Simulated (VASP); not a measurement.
Runs of VASP 6.6.1 on BiTe. The structure is that of space group R-3m (No. 166), or close to it. The cells are those of the table. 

```csv
task,level,cell,k mesh,cutoff (eV),grid for exact exchange (PRECFOCK),share of exact exchange,screening parameter,gap on the mesh (eV),pressure (GPa)
single point,PBEsol-based screened hybrid,"a = 4.339 Å, angles 67.9°, 2 atoms",4 × 4 × 4,520,Normal,0.25,0.207 1/Å,none,(a)
relaxation of cell and atoms,PBEsol,"relaxed to 5 GPa from a = 4.339 Å, angles 67.9°, 2 atoms",7 × 7 × 7,600,-,-,-,none,5.0
relaxation of cell and atoms,RPBE+D4,"relaxed from a = 4.339 Å, angles 67.9°, 2 atoms",7 × 7 × 7,600,-,-,-,none,0.0
single point,PBE,"a = 4.251 Å, angles 67.9°, 2 atoms",7 × 7 × 7,520,-,-,-,none,3.6
single point,RPBE,"a = 4.406 Å, angles 67.2°, 2 atoms",7 × 7 × 7,520,-,-,-,none,-0.1
```

Alike in all rows: potentials or basis VASP PAW PBE potentials, release 64 (Bi_d, Te); no spin polarisation; smearing fermi-dirac 0.05 eV.

Fill in the values left out.

(a) -3.5.

Caveats: some runs use coarse meshes; spin-orbit coupling is left out, which moves the levels of the heavy elements; the PAW data sets were made with another functional, which shifts forces and pressure a little (some runs); the cell is relaxed towards a set pressure, so the enthalpy falls and the energy may rise (some runs); pairwise dispersion overbinds metals, which lowers pressure and volume (some runs).

A k mesh can miss the band edges, and the runs leave out spin-orbit coupling on Bi, Te.

A gap of «none» marks levels without a gap at the run's occupations.
